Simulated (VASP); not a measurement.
Wanted: the native input for a VASP 6.6.1 run.

| Item | Value |
| --- | --- |
| Task | relaxation of cell and atoms |
| Functional | PBE |
| Potentials or basis | VASP PAW PBE potentials, release 64 (Al) |
| Cutoff | 500 eV |
| k mesh | 16 × 16 × 16 |
| Occupations | gaussian, width 0.1 eV |
| Spin | no spin polarisation |
| Target pressure | 2 GPa |
| Dipole correction | no |
| Further INCAR settings | ALGO = Normal; EDIFF = 1e-07; IBRION = 2; EDIFFG = -0.01; NSW = 60; ISIF = 3 |

The structure of Al lies in POSCAR:

```
Al
1.0
    0.0000000000      2.0248050000      2.0248050000
    2.0248050000      0.0000000000      2.0248050000
    2.0248050000      2.0248050000      0.0000000000
Al
1
Direct
    0.0000000000      0.0000000000      0.0000000000
```

The input as run:

INCAR

```
SYSTEM = Al
PREC = Accurate
ENCUT = 500
EDIFF = 1E-7
ISMEAR = 0
SIGMA = 0.1
LREAL = .False.
LASPH = .True.
NELM = 120
ALGO = Normal
ISIF = 3
LWAVE = .False.
LCHARG = .False.
GGA = PE
IBRION = 2
NSW = 60
EDIFFG = -0.01
PSTRESS = 20.0
GGA_COMPAT = .False.
NELMIN = 4
```

KPOINTS

```
regular mesh
0
Gamma
  16 16 16
  0 0 0
```

Potentials or basis: VASP PAW PBE potentials, release 64 (Al).

Command:

```bash
$ cat potpaw_PBE.64/Al/POTCAR > POTCAR
$ mpirun -np 1 vasp_std > vasp.out
```

Results of the run:

* Relaxed volume: 16.09 Å³/atom
* Relaxed cell: a = 2.834 Å, b = 2.834 Å, c = 2.834 Å, α = 60.00°, β = 60.00°, γ = 60.00°
* Space group after relaxing (to 0.05 Å): Fm-3m (No. 225)
* Energy change on relaxing (the enthalpy is what falls): +2.2 meV/atom
* Ionic steps: 3
* Pressure after relaxing: 2.0 GPa

Caveat: the cell is relaxed towards a set pressure, so the enthalpy falls and the energy may rise.

Run time: 17 s on 1 thread of Intel(R) Xeon(R) Platinum 8375C CPU @ 2.90GHz (Ice Lake), on a shared host, peak memory 0.14 GiB.
